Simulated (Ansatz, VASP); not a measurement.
**Al3VN4: VASP beside Ansatz**

```
CELL_PARAMETERS angstrom
4.10505 0.00000 0.00000
0.00000 4.10505 0.00000
0.00000 0.00000 4.10505
ATOMIC_POSITIONS crystal
Al 0.50000 0.00000 0.50000
Al 0.50000 0.50000 0.00000
Al 0.00000 0.50000 0.50000
V 0.00000 0.00000 0.00000
N 0.00000 0.50000 0.00000
N 0.50000 0.50000 0.50000
N 0.00000 0.00000 0.50000
N 0.50000 0.00000 0.00000
```

Alike in both runs: functional PBE; k mesh 10 × 10 × 10; occupations gaussian, width 0.1 eV; collinear spin.

Ansatz relaxed the structure, and its values are those at the end. VASP's run is a single point on that final structure, the one shown.

|  | VASP | Ansatz |
| --- | --- | --- |
| version | VASP 6.6.1 | Ansatz 0.2.0 |
| potentials or method | VASP PAW PBE potentials, release 64 (Al, V_sv, N), cutoff 520 eV | scalar-relativistic, plane waves, PAW |
| valence electrons in the cell | 42 | 42 |

|  | VASP | Ansatz | Ansatz less VASP |
| --- | --- | --- | --- |
| gap on the k mesh at the Fermi level (eV) | none | none | - |
| pressure (GPa) | -1.9 | 0.0 | +1.90 |
| net moment per atom (μB) | 0.08 | 0.18 | +0.099 |
| size of the moment on the site where the two differ most (μB) | 0.57 | 1.04 | +0.463 |

Site moments also hang on the region over which each program counts them. A gap of «none» marks a metal or a gap that the smearing closes.
